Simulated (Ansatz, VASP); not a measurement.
Two plane-wave programs on Ta4C3

```xyz
7
Lattice="4.4248 0.0000 0.0000 0.0000 4.4248 0.0000 0.0000 0.0000 4.4248" Properties=species:S:1:pos:R:3 pbc="T T T"
Ta    0.0000    2.2124    2.2124
Ta    2.2124    0.0000    2.2124
Ta    2.2124    2.2124    0.0000
Ta    0.0000    0.0000    0.0000
C     2.2124    0.0000   -0.2250
C     0.0000    2.2124   -0.2250
C     0.0000    0.0000    1.9874
```

Change from the starting cell: all C atoms moved +0.225 Å, as atom 5 towards its neighbour atom 2 (Ta) at 2.212 Å.

Alike in both runs: task single point; functional r2SCAN; k mesh 10 × 10 × 10; occupations gaussian, width 0.15 eV; no spin polarisation.

|  | VASP | Ansatz |
| --- | --- | --- |
| version | VASP 6.6.1 | Ansatz 0.2.0 |
| potentials or method | VASP PAW PBE potentials, release 64 (Ta_pv, C), cutoff 520 eV | scalar-relativistic, plane waves, PAW |
| valence electrons in the cell | 56 | 64 |

Ansatz gave:

* gap on the k mesh at the Fermi level (eV): none
* pressure (GPa): 6.1
* traceless stress, the component that is largest in VASP (GPa): 13.01
* rms of the force components (eV/Å): 1.655

Question: Estimate VASP's values.

Answer: gap on the k mesh at the Fermi level (eV): none; pressure (GPa): 7.3; traceless stress, the component that is largest in VASP (GPa): 13.33; rms of the force components (eV/Å): 1.667.

VASP's potentials were made for PBE, not for r2SCAN. Atom by atom the forces differ by 0.013 eV/Å (rms over components). A gap of «none» marks a metal or a gap that the smearing closes. VASP's potentials hold 56 valence electrons a cell and Ansatz's 64, so a difference there can come from the potentials and not from the codes.

Neither program's run includes spin-orbit coupling.
